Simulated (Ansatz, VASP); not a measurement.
## InHgH3: VASP beside Ansatz

```
In Hg H
1.0
     7.18697    0.00000    0.00000
    -3.59349    6.22410    0.00000
     0.00000    0.00000    5.43856
In Hg H
2 2 6
Direct
  0.00000 0.00000 0.50000
  0.00000 0.00000 0.00000
  0.33333 0.66667 0.75000
  0.66667 0.33333 0.25000
  0.12069 0.24137 0.25000
  0.87931 0.12069 0.75000
  0.87931 0.75863 0.75000
  0.12069 0.87931 0.25000
  0.75863 0.87931 0.25000
  0.24137 0.12069 0.75000
```

Alike in both runs: functional PBE; k mesh 6 × 6 × 8; occupations gaussian, width 0.1 eV; no spin polarisation.

Ansatz relaxed the structure, and its values are those at the end. VASP's run is a single point on that final structure, the one shown.

|  | VASP | Ansatz |
| --- | --- | --- |
| version | VASP 6.6.1 | Ansatz 0.2.0 |
| potentials or method | VASP PAW PBE potentials, release 64 (In_d, Hg, H), cutoff 520 eV | scalar-relativistic, plane waves, PAW |
| valence electrons in the cell | 56 | 72 |

```tsv
	VASP	Ansatz	Ansatz less VASP
gap on the k mesh at the Fermi level (eV)	none	none	-
pressure (GPa)	-0.1	0.0	+0.06
```

A gap of «none» marks a metal or a gap that the smearing closes. With one functional, cell and mesh, what is left measures potentials, basis and numerics. VASP's potentials hold 56 valence electrons a cell and Ansatz's 72, so a difference there can come from the potentials and not from the codes.

Neither program's run includes spin-orbit coupling.
